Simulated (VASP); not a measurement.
The system is ZnGeP2.

```
Zn P Ge
1.0
    -2.74988    2.74988    5.42204
     2.74988   -2.74988    5.42204
     2.74988    2.74988   -5.42204
Zn P Ge
2 4 2
Direct
  0.00000 0.00000 0.00000
  0.75000 0.25000 0.50000
  0.37500 0.37838 0.50338
  0.12838 0.62500 0.00338
  0.87500 0.87162 0.49662
  0.62162 0.12500 0.99662
  0.50000 0.50000 0.00000
  0.25000 0.75000 0.50000
```

| Item | Value |
| --- | --- |
| Program | VASP 6.6.1 |
| Task | relaxation of cell and atoms |
| Functional | r2SCAN |
| Potentials or basis | VASP PAW PBE potentials, release 64 (Zn, P, Ge_d) |
| Cutoff | 550 eV |
| k mesh | 6 × 6 × 6 |
| Occupations | fermi-dirac, width 0.02 eV |
| Spin | no spin polarisation |

At the start: pressure -2.5 GPa; volume 20.50 Å³/atom.

**Question.** Where does the relaxation end?

**Answer.** Over 6 steps the energy falls by 5.3 meV/atom and the volume is 19.88 Å³/atom (-3.0 %); space group I-42d (No. 122, to 0.1 Å) before and after.

The path:
| step | energy change (eV) | largest force (eV/Å) | pressure (GPa) | volume (Å³) |
| --- | --- | --- | --- | --- |
| 1 | 0.0000 | 0.1113 | -2.49 | 164.00 |
| 2 | -0.0323 | 0.0295 | 1.39 | 156.55 |
| 3 | -0.0422 | 0.0187 | 0.05 | 158.89 |
| 4 | -0.0422 | 0.0207 | 0.00 | 158.99 |
| 5 | -0.0423 | 0.0104 | -0.01 | 159.01 |
| 6 | -0.0423 | 0.0005 | -0.02 | 159.03 |

Final structure:
```cif
data_structure
_symmetry_space_group_name_H-M 'P 1'
_symmetry_Int_Tables_number 1
_cell_length_a 6.6032
_cell_length_b 6.6032
_cell_length_c 6.6032
_cell_angle_alpha 131.304
_cell_angle_beta 131.304
_cell_angle_gamma 71.330
_cell_volume 159.03
loop_
_atom_site_label
_atom_site_type_symbol
_atom_site_fract_x
_atom_site_fract_y
_atom_site_fract_z
_atom_site_occupancy
Zn1 Zn 0.00000 0.00000 0.00000 1
Zn2 Zn 0.75000 0.25000 0.50000 1
P1 P 0.37500 0.37938 0.50438 1
P2 P 0.12938 0.62500 0.00438 1
P3 P 0.87500 0.87062 0.49562 1
P4 P 0.62062 0.12500 0.99562 1
Ge1 Ge 0.50000 0.50000 0.00000 1
Ge2 Ge 0.25000 0.75000 0.50000 1
```

Caveat: the PAW data sets were made with another functional, which shifts forces and pressure a little.
